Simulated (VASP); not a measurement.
A run of VASP 6.6.1 is set up as follows.

POSCAR

```
LiH
1.0
    2.5016587118      0.0000000000      0.0000000000
    0.0000000000      2.5016587118      0.0000000000
    0.0000000000      0.0000000000      2.5016587118
Li H
1 1
Direct
    0.0000000000      0.0000000000      0.0000000000
    0.5000000000      0.5000000000      0.5000000000
```

Contents of INCAR.step1:

```
SYSTEM = LiH
PREC = Accurate
ENCUT = 520
EDIFF = 1E-5
ISMEAR = 0
SIGMA = 0.01
LREAL = .FALSE.
LASPH = .TRUE.
NELM = 80
ALGO = Normal
ISIF = 2
LWAVE = .TRUE.
LCHARG = .FALSE.
GGA = PE
NBANDS = 9
```

The input INCAR.step2:

```
SYSTEM = LiH
PREC = Accurate
ENCUT = 520
EDIFF = 1E-6
ISMEAR = 0
SIGMA = 0.01
LREAL = .FALSE.
LASPH = .TRUE.
NELM = 80
ALGO = Normal
ISIF = 2
LWAVE = .FALSE.
LCHARG = .FALSE.
GGA = PE
LHFCALC = .TRUE.
AEXX = 0.1
HFSCREEN = 0.2078
PRECFOCK = Normal
ISTART = 1
NBANDS = 9
```

File KPOINTS:

```
regular mesh
0
G
  4 4 4
  0 0 0
```

Potentials or basis: VASP PAW PBE potentials, release 64 (Li_sv, H).

Run with:

```bash
$ cat potpaw_PBE.64/Li_sv/POTCAR potpaw_PBE.64/H/POTCAR > POTCAR
$ cp INCAR.step1 INCAR
$ mpirun -np 1 vasp_std > vasp.out
$ cp INCAR.step2 INCAR
$ mpirun -np 1 vasp_std > vasp.out
```

Problem. Estimate the band gap on the k mesh.

Solution. 0.98 eV, indirect (least direct gap 4.60 eV).

Caveat: the k points lie up to 0.63 Å⁻¹ apart. A k mesh can miss the band edges.
